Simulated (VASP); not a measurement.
# Te3MoPt (Cmmm) in VASP: further runs

Te3MoPt is run at these levels: PBE; tasks: single point, relaxation of cell and atoms.

Program: VASP 6.6.1. These are calculated values, not measurements. Logs are shortened: lines on timing, memory, paths and dates and some standing lists are left out, and cuts for length are marked.

## 1. The cell of the first run

Symmetry: Cmmm, No. 65, orthorhombic system. Conventional cell: a = 7.093 Å, b = 7.189 Å, c = 4.759 Å, α = 90.00°, β = 90.00°, γ = 90.00°. Te (site symmetry 2/m) has 2 Pt at 2.52 Å within 3.3 Å. Within 3.1 Å of Te (site symmetry mmm) lie 2 Pt at 2.38 Å. Mo (site symmetry mmm) has 12 Te at 3.47 to 3.59 Å and 8 Pt at 4.27 to 4.31 Å and 2 Mo at 4.76 Å within 4.8 Å. Within 3.1 Å of Pt (site symmetry mmm) lie 6 Te at 2.38 to 2.52 Å.

The cell was generated, and may not be a known phase.

## 2. Single point, PBE

INCAR reads:

```
SYSTEM = Te3MoPt
PREC = Accurate
ENCUT = 520
EDIFF = 1E-6
ISMEAR = 0
SIGMA = 0.1
LREAL = .FALSE.
LASPH = .TRUE.
NELM = 100
ALGO = Normal
ISIF = 2
LWAVE = .FALSE.
LCHARG = .TRUE.
GGA = PE
LELF = .TRUE.
LVHAR = .TRUE.
NBANDS = 29
```

KPOINTS reads:

```
regular mesh
0
G
  4 4 4
  0 0 0
```

POSCAR reads:

```
Te3MoPt
1.0
    3.5465479900     -3.5947068100      0.0000000000
    3.5465479900      3.5947068100      0.0000000000
    0.0000000000      0.0000000000      4.7585434200
Te Mo Pt
3 1 1
Direct
    0.5000000000      0.0000000000      0.0000000000
    0.0000000000      0.5000000000      0.0000000000
    0.5000000000      0.5000000000      0.5000000000
    0.0000000000      0.0000000000      0.5000000000
    0.5000000000      0.5000000000      0.0000000000
```

Potentials or basis: VASP PAW PBE potentials, release 64 (Te, Mo_sv, Pt).

Run with:

```console
cat potpaw_PBE.64/Te/POTCAR potpaw_PBE.64/Mo_sv/POTCAR potpaw_PBE.64/Pt/POTCAR > POTCAR
mpirun -np 1 vasp_std > vasp.out
```

OUTCAR:

```text
SYSTEM = Te3MoPt
   PREC = Accurate
   ENCUT = 520
   EDIFF = 1E-6
   ISMEAR = 0
   LREAL = .FALSE.
   LASPH = .TRUE.
   NELM = 100
   ISIF = 2
   GGA = PE

 ion  position               nearest neighbor table
   1  0.500  0.000  0.000-   5 2.52   5 2.52   3 3.47   3 3.47   4 3.47   3 3.47   4 3.47   3 3.47
                             4 3.47   4 3.47   2 3.55   2 3.55   2 3.59   2 3.59
   2  0.000  0.500  0.000-   5 2.52   5 2.52   3 3.47   3 3.47   4 3.47   4 3.47   4 3.47   3 3.47
                             4 3.47   3 3.47   1 3.55   1 3.55   1 3.59   1 3.59
   3  0.500  0.500  0.500-   5 2.38   5 2.38   1 3.47   1 3.47   2 3.47   2 3.47   1 3.47   1 3.47
                             2 3.47   2 3.47   4 3.55   4 3.55
   4  0.000  0.000  0.500-   1 3.47   2 3.47   1 3.47   2 3.47   2 3.47   2 3.47   1 3.47   1 3.47
                             3 3.55   3 3.55
   5  0.500  0.500  0.000-   3 2.38   3 2.38   1 2.52   2 2.52   1 2.52   2 2.52

  LATTYP: Found a base centered orthorhombic cell.
 ALAT       =     7.0930959800
 B/A-ratio  =     1.0135790690
 C/A-ratio  =     0.6708697349

  Lattice vectors:

 A1 = (   3.5465479900,  -3.5947068100,   0.0000000000)
 A2 = (   3.5465479900,   3.5947068100,   0.0000000000)
 A3 = (   0.0000000000,   0.0000000000,   4.7585434200)

Analysis of symmetry for initial positions (statically):
=====================================================================
 Subroutine PRICEL returns:
 Original cell was already a primitive cell.

 Routine SETGRP: Setting up the symmetry group for a
 base centered orthorhombic supercell.

 Subroutine GETGRP returns: Found  8 space group operations
 (whereof  8 operations were pure point group operations)
 out of a pool of  8 trial point group operations.

The static configuration has the point symmetry D_2h.

Analysis of symmetry for dynamics (positions and initial velocities):
=====================================================================
 Subroutine PRICEL returns:
 Original cell was already a primitive cell.

 Routine SETGRP: Setting up the symmetry group for a
 base centered orthorhombic supercell.

 Subroutine GETGRP returns: Found  8 space group operations
 (whereof  8 operations were pure point group operations)
 out of a pool of  8 trial point group operations.

The dynamic configuration has the point symmetry D_2h.

 Subroutine INISYM returns: Found  8 space group operations
 (whereof  8 operations are pure point group operations),
 and found     1 'primitive' translations

----------------------------------------------------------------------------------------

                                     Primitive cell

  volume of cell :     121.3314

  direct lattice vectors                    reciprocal lattice vectors
     3.546547990 -3.594706810  0.000000000     0.140982161 -0.139093402  0.000000000
     3.546547990  3.594706810  0.000000000     0.140982161  0.139093402  0.000000000
     0.000000000  0.000000000  4.758543420     0.000000000  0.000000000  0.210148340

  length of vectors
     5.049744518  5.049744518  4.758543420     0.198047833  0.198047833  0.210148340

  position of ions in fractional coordinates (direct lattice)
     0.500000000  1.000000000  0.000000000
     1.000000000  0.500000000  0.000000000
     0.500000000  0.500000000  0.500000000
     0.000000000  0.000000000  0.500000000
     0.500000000  0.500000000  0.000000000

  ion indices of the primitive-cell ions
   primitive index   ion index
                 1           1
                 2           2
                 3           3
                 4           4
                 5           5

----------------------------------------------------------------------------------------

 KPOINTS: regular mesh

Automatic generation of k-mesh.
 Grid dimensions read from file:
 generate k-points for:    4    4    4

 Generating k-lattice:

  Cartesian coordinates                     Fractional coordinates (reciprocal lattice)
     0.035245540 -0.034773351  0.000000000     0.250000000 -0.000000000  0.000000000
     0.035245540  0.034773351  0.000000000    -0.000000000  0.250000000  0.000000000
     0.000000000  0.000000000  0.052537085     0.000000000  0.000000000  0.250000000

  Length of vectors
     0.049511958  0.049511958  0.052537085

  Shift w.r.t. Gamma in fractional coordinates (k-lattice)
     0.000000000  0.000000000  0.000000000

 Subroutine IBZKPT returns following result:
 ===========================================

 Found     21 irreducible k-points:

 Following reciprocal coordinates:
            Coordinates               Weight
  0.000000  0.000000  0.000000      1.000000
  0.250000  0.000000  0.000000      4.000000
  0.500000  0.000000  0.000000      2.000000
  0.250000  0.250000  0.000000      2.000000
  0.500000  0.250000  0.000000      4.000000
 -0.250000  0.250000  0.000000      2.000000
[... 13 lines left out ...]
 -0.250000  0.250000  0.500000      2.000000
  0.500000  0.500000  0.500000      1.000000
   k-points           NKPTS =     21   k-points in BZ     NKDIM =     21   number of bands    NBANDS=     29
   number of dos      NEDOS =    301   number of ions     NIONS =      5
   total plane-waves  NPLWV =  57600
   dimension x,y,z NGX =    40 NGY =   40 NGZ =   36
   dimension x,y,z NGXF=    80 NGYF=   80 NGZF=   72
   ions per type =               3   1   1
   NGX,Y,Z   is equivalent  to a cutoff of  13.17, 13.17, 12.58 a.u.
   NGXF,Y,Z  is equivalent  to a cutoff of  26.34, 26.34, 25.15 a.u.
 SYSTEM =  Te3MoPt
   PREC   = accura    normal or accurate (medium, high low for compatibility)
   ISTART =      0    job   : 0-new  1-cont  2-samecut
   ICHARG =      2    charge: 1-file 2-atom 10-const
   ISPIN  =      1    spin polarized calculation?
   LNONCOLLINEAR =      F non collinear calculations
   LSORBIT =      F    spin-orbit coupling
   LASPH  =      T    aspherical Exc in radial PAW
   ENCUT  =  520.0 eV  38.22 Ry    6.18 a.u.   9.39  9.39  8.85*2*pi/ulx,y,z
   NELM   =    100;   NELMIN=  2; NELMDL= -5     # of ELM steps
   EDIFF  = 0.1E-05   stopping-criterion for ELM
   LREAL  =      F    real-space projection
   EDIFFG = 0.1E-04   stopping-criterion for IOM
   NSW    =      0    number of steps for IOM
   IBRION =     -1    ionic relax: 0-MD 1-quasi-New 2-CG
   NFREE  =      0    steps in history (QN), initial steepest desc. (CG)
   ISIF   =      2    stress and relaxation
   ISYM   =      2    0-nonsym 1-usesym 2-fastsym
   POTIM  = 0.5000    time-step for ionic-motion
   TEBEG  =    0.0;   TEEND  =   0.0 temperature during run
   PSTRESS=    0.0 pullay stress
   NELECT =      42.0000    total number of electrons
   NUPDOWN=      -1.0000    fix difference up-down
   EMIN   =  10.00;   EMAX   =-10.00  energy-range for DOS
   EFERMI =   0.00;   METHOD = LEGACY
   ISMEAR =     0;   SIGMA  =   0.10  broadening in eV -4-tet -1-fermi 0-gaus
   EFERMI_NEDOS =   21; number of points for ismear=-14 and -15
   IALGO  =     38    algorithm
   IMIX   =      4    mixing-type and parameters
     AMIX     =   0.40;   BMIX     =  1.00
     AMIX_MAG =   1.60;   BMIX_MAG =  1.00
  volume/ion in A,a.u.               =      24.27       163.76
  Fermi-wavevector in a.u.,A,eV,Ry     =   1.149477  2.172196 17.977331  1.321297
  Thomas-Fermi vector in A             =   2.286146
   LORBIT       =      0    0 simple, 1 ext, 2 COOP (PROOUT), +10 PAW based schemes
   GGA     = PE    functional components
   LHFCALC =     F    Hartree Fock is set to
   AEXX    =    0.0000 exact exchange contribution
   IVDW    =     0    specifies the selected vdW correction
   LEPSILON=     F    determine dielectric tensor
   LRPA    =     F    only Hartree local field effects (RPA)
 non-spin polarized calculation
 Gauss-broadening in eV      SIGMA  =   0.10
  energy-cutoff  :      520.00
  volume of cell :      121.33
 maximum number of plane-waves:      3306
 NGX is ok and might be reduce to    40
   NGX = 19   NGY = 19   NGZ = 17

 number of electron      42.0000007 magnetization

 Free energy of the ion-electron system (eV)
  ---------------------------------------------------
  ext. energy  EPLUGINS =         0.00000000
  ---------------------------------------------------
  free energy    TOTEN  =       -19.84420360 eV

  energy without entropy =      -19.81940587  energy(sigma->0) =      -19.83180474

 E-fermi :   8.6418     XC(G=0): -10.6635

 val. band max:        8.6310886403   @ k =   0.5000   0.5000   0.5000
 cond. band min:       8.7230181298   @ k =   0.5000   0.5000   0.5000
 fundamental gap:      0.0919294896
 Fermi energy:         8.6418188485

 k-point     1 :       0.0000    0.0000    0.0000
  band No.  band energies     occupation
      1     -52.4387      2.00000
      2     -26.5058      2.00000
      3     -26.4781      2.00000
      4     -26.4699      2.00000
      5      -5.6230      2.00000
      6      -3.0838      2.00000
[... 21 lines left out ...]
     28      12.2478      0.00000
     29      14.6278      0.00000

 k-point     2 :       0.2500    0.0000    0.0000
  band No.  band energies     occupation
      1     -52.4387      2.00000
      2     -26.5057      2.00000
      3     -26.4783      2.00000
      4     -26.4700      2.00000
      5      -5.3806      2.00000
      6      -3.1251      2.00000
[... 21 lines left out ...]
     28      13.7474      0.00000
     29      14.3202      0.00000

 k-point     3 :       0.5000    0.0000    0.0000
  band No.  band energies     occupation
      1     -52.4387      2.00000
      2     -26.5057      2.00000
      3     -26.4784      2.00000
      4     -26.4702      2.00000
      5      -5.0657      2.00000
      6      -3.3020      2.00000
[... 542 lines left out ...]
      5      -4.0541      2.00000
      6      -3.3022      2.00000
[... 21 lines left out ...]
     28      14.2515      0.00000
     29      14.7154      0.00000

 k-point    21 :       0.5000    0.5000    0.5000
  band No.  band energies     occupation
      1     -52.4387      2.00000
      2     -26.5072      2.00000
      3     -26.4786      2.00000
      4     -26.4704      2.00000
      5      -3.1774      2.00000
      6      -3.0198      2.00000
[... 21 lines left out ...]
     28      13.9855      0.00000
     29      14.5077      0.00000

------------------------ aborting loop because EDIFF is reached ----------------------------------------

  FORCE on cell =-STRESS in cart. coord.  units (eV):
  Direction    XX          YY          ZZ          XY          YZ          ZX
  --------------------------------------------------------------------------------------
  -------------------------------------------------------------------------------------
  Total        8.3728471      8.2470355     18.9313006      0.0000000      0.0000000      0.0000000
  in kB      110.5631483    108.9018108    249.9871500      0.0000000      0.0000000      0.0000000
  external PRESSURE =     156.4840364 kB  Pullay stress =       0.0000000 kB

 VOLUME and BASIS-vectors are now :
 -----------------------------------------------------------------------------
  energy-cutoff  :      520.00
  volume of cell :      121.33
      direct lattice vectors                 reciprocal lattice vectors
     3.546547990 -3.594706810  0.000000000     0.140982161 -0.139093402  0.000000000
     3.546547990  3.594706810  0.000000000     0.140982161  0.139093402  0.000000000
     0.000000000  0.000000000  4.758543420     0.000000000  0.000000000  0.210148340

 POSITION                                       TOTAL-FORCE (eV/Angst)
 -----------------------------------------------------------------------------------
      1.77327     -1.79735      0.00000        -0.000000     -0.000000      0.000000
      1.77327      1.79735      0.00000         0.000000     -0.000000      0.000000
      3.54655      0.00000      2.37927        -0.000000      0.000000      0.000000
      0.00000      0.00000      2.37927        -0.000000     -0.000000      0.000000
      3.54655      0.00000      0.00000         0.000000      0.000000      0.000000
 -----------------------------------------------------------------------------------
    total drift:                               -0.000000     -0.000000     -0.000000

  FREE ENERGIE OF THE ION-ELECTRON SYSTEM (eV)
  ---------------------------------------------------
  free  energy   TOTEN  =       -19.8442036041 eV

  energy  without entropy=      -19.8194058691  energy(sigma->0) =      -19.83180474
```

Run time: 34 s. Hardware: 1 thread of Intel Xeon 6975P-C (Granite Rapids), shared host; peak memory 0.27 GiB.

What came out:

* Free energy: -19.8442 eV
* Pressure: 15.6 GPa
* Band gap on the k mesh: zero (bands 21 and 22 overlap by 0.74 eV)

Caveat: the stress differs along the axes, from 11 to 25 GPa; spin-orbit coupling is left out, which moves the levels of the heavy elements.

## 3. Relaxation of cell and atoms, PBE

INCAR reads:

```
PREC = Accurate
ENCUT = 600
EDIFF = 1E-6
ISMEAR = 0
SIGMA = 0.1
LREAL = F
LASPH = T
NELM = 60
ALGO = Normal
ISIF = 3
LWAVE = F
LCHARG = F
GGA = PE
IBRION = 2
NSW = 90
EDIFFG = -0.04
```

KPOINTS reads:

```
Automatic mesh
0
Gamma
  4 4 4
```

POSCAR is that of step 2.

Potentials or basis: VASP PAW PBE potentials, release 64 (Te, Mo_sv, Pt).

Run with:

```console
cat potpaw_PBE.64/Te/POTCAR potpaw_PBE.64/Mo_sv/POTCAR potpaw_PBE.64/Pt/POTCAR > POTCAR
mpirun -np 1 vasp_std > vasp.out
```

Run time: 3.6 min. Hardware: 1 thread of Intel Xeon 6975P-C (Granite Rapids), shared host; peak memory 0.32 GiB.

It converged, with:

| Item | Value |
| --- | --- |
| Free energy | -20.7907 eV |
| Relaxed volume | 28.07 Å³/atom |
| Relaxed cell | a = 5.195 Å, b = 5.195 Å, c = 5.201 Å, α = 90.00°, β = 90.00°, γ = 90.69° |
| Space group after relaxing (to 0.1 Å) | Cmmm (No. 65) |
| Energy gained by relaxing | 191.3 meV/atom |
| Ionic steps | 8 |
| Pressure after relaxing | -0.1 GPa |

Stress tensor (GPa, compression positive):
```
-0.05  0.00  0.00
 0.00 -0.13  0.00
 0.00  0.00 -0.20
```

The path:
```csv
step,energy change (eV),largest force (eV/Å),pressure (GPa),volume (Å³)
1,0.0000,0.0000,15.61,121.33
2,-0.1073,0.0000,-8.13,167.29
3,-0.9453,0.0000,-0.69,141.57
4,-0.9460,0.0000,-0.47,141.13
5,-0.9460,0.0000,-0.26,140.71
6,-0.9562,0.0000,0.23,139.68
7,-0.9562,0.0000,0.25,139.65
8,-0.9565,0.0000,-0.13,140.37
```

Final structure:
```yaml
crystal:
  lattice:
    - [3.65139, -3.69587, 0.00000]
    - [3.65139, 3.69587, 0.00000]
    - [0.00000, 0.00000, 5.20076]
  atoms:
    - { symbol: Te, position: [0.50000, 0.00000, 0.00000] }
    - { symbol: Te, position: [0.00000, 0.50000, 0.00000] }
    - { symbol: Te, position: [0.50000, 0.50000, 0.50000] }
    - { symbol: Mo, position: [0.00000, 0.00000, 0.50000] }
    - { symbol: Pt, position: [0.50000, 0.50000, 0.00000] }
```

Levels at points of the mesh, in eV from the Fermi level:
| k point | band 18 | band 19 | band 20 | band 21 | band 22 | band 23 | band 24 | band 25 |
| --- | --- | --- | --- | --- | --- | --- | --- | --- |
| (0.00, 0.00, 0.00) | -1.03 | -0.99 | -0.29 | -0.27 | -0.27 | -0.24 | -0.23 | -0.21 |
| (0.50, 0.00, 0.00) | -1.02 | -1.02 | -0.71 | -0.70 | -0.27 | -0.07 | 0.91 | 1.01 |
| (0.50, 0.50, 0.00) | -1.31 | -1.28 | -0.39 | -0.07 | 0.03 | 1.16 | 1.17 | 1.38 |
| (0.00, 0.00, 0.50) | -1.05 | -0.94 | -0.72 | -0.70 | -0.27 | -0.07 | 0.91 | 1.03 |
| (0.50, 0.00, 0.50) | -1.30 | -1.29 | -0.40 | -0.08 | 0.03 | 1.16 | 1.16 | 1.38 |
| (0.50, 0.50, 0.50) | -0.06 | -0.06 | -0.06 | -0.01 | 0.00 | 0.82 | 0.82 | 0.83 |

Caveat: the volume moved by over 15 % at a fixed basis, so the end points are rough; the highest band is partly filled, so the run has too few bands; spin-orbit coupling is left out, which moves the levels of the heavy elements.

The gap in the log of VASP goes by the Fermi energy; the results here count the filled bands.